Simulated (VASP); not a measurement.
# CaSe (Fm-3m) in VASP: settings compared

The runs below take CaSe through single point, with r2SCAN, PBE.

Program: VASP 6.6.1. These are calculated values, not measurements. Logs are shortened: lines on timing, memory, paths and dates and some standing lists are left out, and cuts for length are marked.

## Step 1: The cell of the first run

It takes space group Fm-3m (No. 225, cubic). Conventional cell: a = 6.051 Å, b = 6.051 Å, c = 6.051 Å, α = 90.00°, β = 90.00°, γ = 90.00°. Ca (site symmetry m-3m) has 6 Se at 3.03 Å within 4.0 Å. Within 4.0 Å of Se (site symmetry m-3m) lie 6 Ca at 3.03 Å.

## Step 2: Single point, r2SCAN (volume changed by +6%)

POSCAR

```
CaSe
1.0
    0.0000000000      3.0257368479      3.0257368479
    3.0257368479      0.0000000000      3.0257368479
    3.0257368479      3.0257368479      0.0000000000
Ca Se
1 1
Direct
    0.0000000000      0.0000000000      0.0000000000
    0.5000000000      0.5000000000      0.5000000000
```

INCAR.step1

```
PREC     = Accurate       # precision mode
ENCUT    = 520            # plane-wave cutoff, eV
ISMEAR   = 0              # smearing method
SIGMA    = 0.01           # smearing width, eV
LREAL    = F              # projectors in reciprocal space
LASPH    = T              # aspherical terms in the spheres
NELM     = 100            # most SCF steps
NBANDS   = 15             # bands
GGA      = PE             # functional
ALGO     = Normal         # electronic algorithm
EDIFF    = 1E-4           # SCF threshold, eV
LWAVE    = T              # write WAVECAR
LCHARG   = F              # write CHGCAR
```

INCAR.step2

```
PREC     = Accurate       # precision mode
ENCUT    = 520            # plane-wave cutoff, eV
EDIFF    = 1E-6           # SCF threshold, eV
ISMEAR   = 0              # smearing method
SIGMA    = 0.01           # smearing width, eV
LREAL    = F              # projectors in reciprocal space
LASPH    = T              # aspherical terms in the spheres
NELM     = 100            # most SCF steps
ALGO     = Normal         # electronic algorithm
ISIF     = 2              # what is computed and relaxed
LWAVE    = F              # write WAVECAR
LCHARG   = F              # write CHGCAR
METAGGA  = R2SCAN         # meta-GGA
LMIXTAU  = T            
NBANDS   = 15             # bands
ISTART   = 1
```

KPOINTS

```
regular mesh
0
Gamma
  6 6 6
```

Potentials or basis: VASP PAW PBE potentials, release 64 (Ca_sv, Se).

The run is started by

```console
$ cat potpaw_PBE.64/Ca_sv/POTCAR potpaw_PBE.64/Se/POTCAR > POTCAR
$ cp INCAR.step1 INCAR
$ mpirun -np 1 vasp_std > vasp.out
$ cp INCAR.step2 INCAR
$ mpirun -np 1 vasp_std > vasp.out
```

OUTCAR:

```text
PREC = Accurate
   ENCUT = 520
   EDIFF = 1E-6
   ISMEAR = 0
   LREAL = F
   LASPH = T
   NELM = 100
   ISIF = 2
   METAGGA = R2SCAN
   ISTART = 1

 ion  position               nearest neighbor table
   1  0.000  0.000  0.000-
   2  0.500  0.500  0.500-

  LATTYP: Found a face centered cubic cell.
 ALAT       =     6.0514736958

  Lattice vectors:

 A1 = (   0.0000000000,   3.0257368479,   3.0257368479)
 A2 = (   3.0257368479,   0.0000000000,   3.0257368479)
 A3 = (   3.0257368479,   3.0257368479,   0.0000000000)

Analysis of symmetry for initial positions (statically):
=====================================================================
 Subroutine PRICEL returns:
 Original cell was already a primitive cell.

 Routine SETGRP: Setting up the symmetry group for a
 face centered cubic supercell.

 Subroutine GETGRP returns: Found 48 space group operations
 (whereof 48 operations were pure point group operations)
 out of a pool of 48 trial point group operations.

The static configuration has the point symmetry O_h .

Analysis of symmetry for dynamics (positions and initial velocities):
=====================================================================
 Subroutine PRICEL returns:
 Original cell was already a primitive cell.

 Routine SETGRP: Setting up the symmetry group for a
 face centered cubic supercell.

 Subroutine GETGRP returns: Found 48 space group operations
 (whereof 48 operations were pure point group operations)
 out of a pool of 48 trial point group operations.

The dynamic configuration has the point symmetry O_h .

 Subroutine INISYM returns: Found 48 space group operations
 (whereof 48 operations are pure point group operations),
 and found     1 'primitive' translations

----------------------------------------------------------------------------------------

                                     Primitive cell

  volume of cell :      55.4017

  direct lattice vectors                    reciprocal lattice vectors
     0.000000000  3.025736848  3.025736848    -0.165249004  0.165249004  0.165249004
     3.025736848  0.000000000  3.025736848     0.165249004 -0.165249004  0.165249004
     3.025736848  3.025736848  0.000000000     0.165249004  0.165249004 -0.165249004

  length of vectors
     4.279038086  4.279038086  4.279038086     0.286219671  0.286219671  0.286219671

  position of ions in fractional coordinates (direct lattice)
     0.000000000  0.000000000  0.000000000
     0.500000000  0.500000000  0.500000000

  ion indices of the primitive-cell ions
   primitive index   ion index
                 1           1
                 2           2

----------------------------------------------------------------------------------------

 KPOINTS: regular mesh

Automatic generation of k-mesh.
 Grid dimensions read from file:
 generate k-points for:    6    6    6

 Generating k-lattice:

  Cartesian coordinates                     Fractional coordinates (reciprocal lattice)
    -0.027541501  0.027541501  0.027541501     0.166666667  0.000000000  0.000000000
     0.027541501 -0.027541501  0.027541501     0.000000000  0.166666667  0.000000000
     0.027541501  0.027541501 -0.027541501     0.000000000  0.000000000  0.166666667

  Length of vectors
     0.047703278  0.047703278  0.047703278

  Shift w.r.t. Gamma in fractional coordinates (k-lattice)
     0.000000000  0.000000000  0.000000000

 Subroutine IBZKPT returns following result:
 ===========================================

 Found     16 irreducible k-points:

 Following reciprocal coordinates:
            Coordinates               Weight
  0.000000  0.000000  0.000000      1.000000
  0.166667  0.000000  0.000000      8.000000
  0.333333  0.000000  0.000000      8.000000
  0.500000  0.000000  0.000000      4.000000
  0.166667  0.166667  0.000000      6.000000
  0.333333  0.166667  0.000000     24.000000
[... 8 lines left out ...]
 -0.333333  0.333333  0.166667     24.000000
 -0.333333  0.500000  0.166667     12.000000
   k-points           NKPTS =     16   k-points in BZ     NKDIM =     16   number of bands    NBANDS=     15
   number of dos      NEDOS =    301   number of ions     NIONS =      2
   total plane-waves  NPLWV =  32768
   dimension x,y,z NGX =    32 NGY =   32 NGZ =   32
   dimension x,y,z NGXF=    64 NGYF=   64 NGZF=   64
   ions per type =               1   1
   NGX,Y,Z   is equivalent  to a cutoff of  12.43, 12.43, 12.43 a.u.
   NGXF,Y,Z  is equivalent  to a cutoff of  24.86, 24.86, 24.86 a.u.
 SYSTEM =  unknown system
   PREC   = accura    normal or accurate (medium, high low for compatibility)
   ISTART =      1    job   : 0-new  1-cont  2-samecut
   ICHARG =      0    charge: 1-file 2-atom 10-const
   ISPIN  =      1    spin polarized calculation?
   LNONCOLLINEAR =      F non collinear calculations
   LSORBIT =      F    spin-orbit coupling
   LASPH  =      T    aspherical Exc in radial PAW
   ENCUT  =  520.0 eV  38.22 Ry    6.18 a.u.   7.96  7.96  7.96*2*pi/ulx,y,z
   NELM   =    100;   NELMIN=  2; NELMDL=  0     # of ELM steps
   EDIFF  = 0.1E-05   stopping-criterion for ELM
   LREAL  =      F    real-space projection
   EDIFFG = 0.1E-04   stopping-criterion for IOM
   NSW    =      0    number of steps for IOM
   IBRION =     -1    ionic relax: 0-MD 1-quasi-New 2-CG
   NFREE  =      0    steps in history (QN), initial steepest desc. (CG)
   ISIF   =      2    stress and relaxation
   ISYM   =      2    0-nonsym 1-usesym 2-fastsym
   POTIM  = 0.5000    time-step for ionic-motion
   TEBEG  =    0.0;   TEEND  =   0.0 temperature during run
   PSTRESS=    0.0 pullay stress
   NELECT =      16.0000    total number of electrons
   NUPDOWN=      -1.0000    fix difference up-down
   EMIN   =  10.00;   EMAX   =-10.00  energy-range for DOS
   EFERMI =   0.00;   METHOD = LEGACY
   ISMEAR =     0;   SIGMA  =   0.01  broadening in eV -4-tet -1-fermi 0-gaus
   EFERMI_NEDOS =   21; number of points for ismear=-14 and -15
   IALGO  =     38    algorithm
   IMIX   =      4    mixing-type and parameters
     AMIX     =   0.40;   BMIX     =  1.00
     AMIX_MAG =   1.60;   BMIX_MAG =  1.00
  volume/ion in A,a.u.               =      27.70       186.93
  Fermi-wavevector in a.u.,A,eV,Ry     =   1.082116  2.044902 15.932072  1.170974
  Thomas-Fermi vector in A             =   2.218149
   LORBIT       =      0    0 simple, 1 ext, 2 COOP (PROOUT), +10 PAW based schemes
   METAGGA = R2SCAN    functional components
   LHFCALC =     F    Hartree Fock is set to
   AEXX    =    0.0000 exact exchange contribution
   IVDW    =     0    specifies the selected vdW correction
   LEPSILON=     F    determine dielectric tensor
   LRPA    =     F    only Hartree local field effects (RPA)
 non-spin polarized calculation
 Gauss-broadening in eV      SIGMA  =   0.01
  energy-cutoff  :      520.00
  volume of cell :       55.40
 maximum number of plane-waves:      1524
   NGX = 15   NGY = 15   NGZ = 15

 number of electron      16.0000003 magnetization

 Free energy of the ion-electron system (eV)
  ---------------------------------------------------
  ext. energy  EPLUGINS =         0.00000000
  ---------------------------------------------------
  free energy    TOTEN  =       -25.95576554 eV

  energy without entropy =      -25.95576554  energy(sigma->0) =      -25.95576554

 E-fermi :   1.8385     XC(G=0):  -9.2778

 val. band max:        1.7311109200   @ k =   0.0000   0.0000   0.0000
 cond. band min:       4.3721740635   @ k =   0.5000   0.5000   0.0000
 fundamental gap:      2.6410631435
 Fermi energy:         1.8385336038

 k-point     1 :       0.0000    0.0000    0.0000
  band No.  band energies     occupation
      1     -39.7898      2.00000
      2     -19.8878      2.00000
      3     -19.8878      2.00000
      4     -19.8877      2.00000
      5     -10.2317      2.00000
      6       1.7311      2.00000
      7       1.7311      2.00000
      8       1.7311      2.00000
      9       5.4825      0.00000
     10       5.9687      0.00000
     11       5.9687      0.00000
     12       5.9687      0.00000
     13       6.5048      0.00000
     14       6.5048      0.00000
     15      12.0842      0.00000

 k-point     2 :       0.1667    0.0000    0.0000
  band No.  band energies     occupation
      1     -39.7886      2.00000
      2     -19.9089      2.00000
      3     -19.8892      2.00000
      4     -19.8891      2.00000
      5     -10.0926      2.00000
      6       0.6704      2.00000
      7       1.4026      2.00000
      8       1.4026      2.00000
      9       5.8678      0.00000
     10       6.3063      0.00000
     11       6.3063      0.00000
     12       6.8800      0.00000
     13       7.1291      0.00000
     14       7.1291      0.00000
     15      11.9538      0.00000

 k-point     3 :       0.3333    0.0000    0.0000
  band No.  band energies     occupation
      1     -39.7864      2.00000
      2     -19.9505      2.00000
      3     -19.8920      2.00000
      4     -19.8919      2.00000
      5      -9.7936      2.00000
      6      -0.7285      2.00000
      7       0.8911      2.00000
      8       0.8911      2.00000
      9       6.1773      0.00000
     10       7.0860      0.00000
     11       7.0860      0.00000
     12       8.1662      0.00000
     13       8.4758      0.00000
     14       8.4758      0.00000
     15      11.5124      0.00000
[... 199 lines left out ...]
 k-point    15 :      -0.3333    0.3333    0.1667
  band No.  band energies     occupation
      1     -39.7841      2.00000
      2     -19.9456      2.00000
      3     -19.9208      2.00000
      4     -19.9054      2.00000
      5      -9.6343      2.00000
      6      -0.5939      2.00000
      7       0.0668      2.00000
      8       0.5225      2.00000
      9       6.6399      0.00000
     10       6.7294      0.00000
     11       7.8794      0.00000
     12       7.9997      0.00000
     13       8.0847      0.00000
     14       9.9087      0.00000
     15      10.6131      0.00000

 k-point    16 :      -0.3333    0.5000    0.1667
  band No.  band energies     occupation
      1     -39.7838      2.00000
      2     -19.9388      2.00000
      3     -19.9210      2.00000
      4     -19.9155      2.00000
      5      -9.6532      2.00000
      6      -0.3989      2.00000
      7       0.2797      2.00000
      8       0.3551      2.00000
      9       5.5673      0.00000
     10       7.3583      0.00000
     11       7.5044      0.00000
     12       7.9168      0.00000
     13       8.1531      0.00000
     14       9.0793      0.00000
     15      11.5781      0.00000

------------------------ aborting loop because EDIFF is reached ----------------------------------------

  FORCE on cell =-STRESS in cart. coord.  units (eV):
  Direction    XX          YY          ZZ          XY          YZ          ZX
  --------------------------------------------------------------------------------------
  -------------------------------------------------------------------------------------
  Total       -0.8648551     -0.8648551     -0.8648551      0.0000000      0.0000000     -0.0000000
  in kB      -25.0109672    -25.0109672    -25.0109672      0.0000000      0.0000000     -0.0000000
  external PRESSURE =     -25.0109672 kB  Pullay stress =       0.0000000 kB

 VOLUME and BASIS-vectors are now :
 -----------------------------------------------------------------------------
  energy-cutoff  :      520.00
  volume of cell :       55.40
      direct lattice vectors                 reciprocal lattice vectors
     0.000000000  3.025736848  3.025736848    -0.165249004  0.165249004  0.165249004
     3.025736848  0.000000000  3.025736848     0.165249004 -0.165249004  0.165249004
     3.025736848  3.025736848  0.000000000     0.165249004  0.165249004 -0.165249004

 POSITION                                       TOTAL-FORCE (eV/Angst)
 -----------------------------------------------------------------------------------
      0.00000      0.00000      0.00000         0.000000      0.000000      0.000000
      3.02574      3.02574      3.02574        -0.000000     -0.000000      0.000000
 -----------------------------------------------------------------------------------
    total drift:                                0.000000     -0.000000     -0.000000

  FREE ENERGIE OF THE ION-ELECTRON SYSTEM (eV)
  ---------------------------------------------------
  free  energy   TOTEN  =       -25.9557655351 eV

  energy  without entropy=      -25.9557655351  energy(sigma->0) =      -25.95576554
```

Run time: 30 s. Hardware: 1 thread of Intel Xeon Platinum 8488C (Sapphire Rapids), shared host; peak memory 0.19 GiB.

What came out:

```yaml
Free_energy: -25.9558 eV
Pressure: -2.5 GPa
Band_gap_on_the_k_mesh: 2.64 eV, indirect (least direct gap 3.52 eV)
```

Caveat: the cell differs from its parent crystal (volume changed by +6%); the PAW data sets were made with another functional, which shifts forces and pressure a little.

## Step 3: Single point, PBE

This run uses another cell than the first one, of 26.13 Å³/atom, 0.943 times its volume.

INCAR

```
PREC = Accurate ; ENCUT = 520
EDIFF = 1E-7 ; ISMEAR = 0
SIGMA = 0.01 ; LREAL = F
LASPH = T ; NELM = 80
ALGO = Normal ; ISIF = 2
LWAVE = F ; LCHARG = F
GGA = PE ; NBANDS = 15
```

KPOINTS

```
regular mesh
0
Gamma
  8 8 8
```

POSCAR

```
CaSe
1.0
    0.0000000000      2.9675351088      2.9675351088
    2.9675351088      0.0000000000      2.9675351088
    2.9675351088      2.9675351088      0.0000000000
Ca Se
1 1
Direct
    0.0000000000      0.0000000000      0.0000000000
    0.5000000000      0.5000000000      0.5000000000
```

Potentials or basis: VASP PAW PBE potentials, release 64 (Ca_sv, Se).

The run is started by

```console
$ cat potpaw_PBE.64/Ca_sv/POTCAR potpaw_PBE.64/Se/POTCAR > POTCAR
$ mpirun -np 1 vasp_std > vasp.out
```

Run time: 11 s. Hardware: 1 thread of Intel Xeon Platinum 8488C (Sapphire Rapids), shared host; peak memory 0.18 GiB.

The run converged. Its results:

```yaml
Free_energy: -9.4840 eV
Pressure: 0.7 GPa
Band_gap_on_the_k_mesh: 2.05 eV, indirect (least direct gap 2.97 eV)
```

Levels at points of the mesh, in eV from the valence-band top:
| k point | band 4 | band 5 | band 6 | band 7 | band 8 | band 9 | band 10 | band 11 | band 12 | band 13 |
| --- | --- | --- | --- | --- | --- | --- | --- | --- | --- | --- |
| (0.00, 0.00, 0.00) | -20.77 | -11.76 | 0.00 | 0.00 | 0.00 | 3.29 | 3.71 | 3.71 | 3.71 | 4.27 |
| (0.50, 0.00, 0.00) | -20.78 | -11.09 | -3.25 | -1.18 | -1.18 | 4.50 | 5.45 | 5.48 | 5.48 | 7.46 |
| (0.50, 0.50, 0.00) | -20.80 | -11.20 | -2.49 | -0.92 | -0.92 | 2.05 | 5.01 | 5.02 | 5.98 | 6.01 |

A k mesh can miss the band edges. Expect the measured gap to be larger: semilocal functionals such as PBE lack the derivative discontinuity.

(Part 1 of 2 ends here.)
